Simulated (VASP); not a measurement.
C: single point with PBEsol

The system is C.

```
C
1.0
     1.22803    0.70900    3.34701
    -1.22803    0.70900    3.34701
     0.00000   -1.41801    3.34701
C
2
Cartesian
  0.0000 0.0000 8.3943
  0.0000 0.0000 1.6467
```

```
Program             : VASP 6.6.1
Task                : single point
Functional          : PBEsol
Potentials or basis : VASP PAW PBE potentials, release 64 (C)
Cutoff              : 600 eV
k mesh              : 6 × 6 × 6
Occupations         : fermi-dirac, width 0.1 eV
Spin                : no spin polarisation
```

```
Pressure      : 1.4 GPa
Largest force : 0.796 eV/Å
```

Forces in eV/Å, atoms in the order of the input:
```
C    0.000  0.000 -0.796
C    0.000  0.000  0.796
```

Stress tensor (GPa, compression positive):
```
 2.48  0.00  0.00
 0.00  2.48  0.00
 0.00  0.00 -0.73
```

Wall time 16 s on 1 thread of Intel(R) Xeon(R) Platinum 8259CL CPU @ 2.50GHz (Skylake/Cascade Lake), on a shared host, peak memory 0.15 GiB.

Caveat: the k points lie up to 0.50 Å⁻¹ apart; this functional lacks dispersion, which binds the layers, so the pressure and a relaxed spacing across them are unreliable; the PAW data sets were made with another functional, which shifts forces and pressure a little.
